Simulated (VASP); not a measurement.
Ag: single point with PBE

The system is Ag.

```xyz
1
Lattice="0.0000 2.0739 2.0739 2.0739 0.0000 2.0739 2.0739 2.0739 0.0000" Properties=species:S:1:pos:R:3 pbc="T T T"
Ag    0.0000    0.0000    0.0000
```

```
Program             : VASP 6.6.1
Task                : single point
Functional          : PBE
Potentials or basis : VASP PAW PBE potentials, release 64 (Ag)
Cutoff              : 500 eV
k mesh              : 24 × 24 × 24
Occupations         : gaussian, width 0.03 eV
Spin                : no spin polarisation
```

- Pressure: -0.1 GPa

Levels at points of the mesh, in eV from the Fermi level:
| k point | band 2 | band 3 | band 4 | band 5 | band 6 | band 7 | band 8 | band 9 | band 10 | band 11 |
| --- | --- | --- | --- | --- | --- | --- | --- | --- | --- | --- |
| (0.00, 0.00, 0.00) | -4.70 | -4.70 | -4.70 | -3.74 | -3.74 | 15.87 | 19.18 | 19.18 | 19.18 | 23.88 |
| (0.50, 0.00, 0.00) | -4.72 | -4.72 | -3.01 | -3.01 | -0.33 | 3.31 | 15.10 | 17.36 | 17.36 | 22.17 |
| (0.50, 0.50, 0.00) | -6.08 | -3.04 | -2.82 | -2.82 | 1.60 | 6.35 | 10.39 | 10.39 | 16.60 | 16.62 |

Run time: 45 s on 1 thread of Intel(R) Xeon(R) Platinum 8488C (Sapphire Rapids) (shared host), peak memory 0.2 GiB.
